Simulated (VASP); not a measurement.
Set up this calculation in VASP 6.6.1, as the native input.

| Property | Result |
| --- | --- |
| Task | single point |
| Functional | PBE |
| Potentials or basis | VASP PAW PBE potentials, release 64 (Co, Si) |
| Cutoff | 520 eV |
| k mesh | 9 × 9 × 8 |
| Occupations | fermi-dirac, width 0.1 eV |
| Spin | no spin polarisation |
| Dipole correction | no |
| Further INCAR settings | ALGO = Normal; EDIFF = 1e-06; NBANDS = 16 |

The structure of CoSi2 (AlB2 type) lies in POSCAR:

```
CoSi2
1.0
    3.8085532874      0.0000000000      0.0000000000
   -1.9042766437      3.2983038985      0.0000000000
    0.0000000000      0.0000000000      2.3228261483
Co Si
1 2
Direct
    0.0000000000      0.0000000000      0.0000000000
    0.3333333333      0.6666666667      0.5000000000
    0.6666666667      0.3333333333      0.5000000000
```

One way to write it, as run:

INCAR

```
  PREC = Accurate
  ENCUT = 520
  EDIFF = 1E-6
  ISMEAR = -1
  SIGMA = 0.1
  LREAL = False
  LASPH = True
  NELM = 60
  ALGO = Normal
  ISIF = 2
  LWAVE = False
  LCHARG = True
  GGA = PE
  LELF = True
  LVHAR = True
  NBANDS = 16
```

KPOINTS

```
regular mesh
0
Gamma
  9 9 8
```

Potentials or basis: VASP PAW PBE potentials, release 64 (Co, Si).

The run is started by

```bash
$ cat potpaw_PBE.64/Co/POTCAR potpaw_PBE.64/Si/POTCAR > POTCAR
$ mpirun -np 1 vasp_std > vasp.out
```

It gave:

```
Pressure : 65.9 GPa
```

Wall time 49 s on 1 thread of AMD EPYC 7R13 (shared host), peak memory 0.13 GiB.
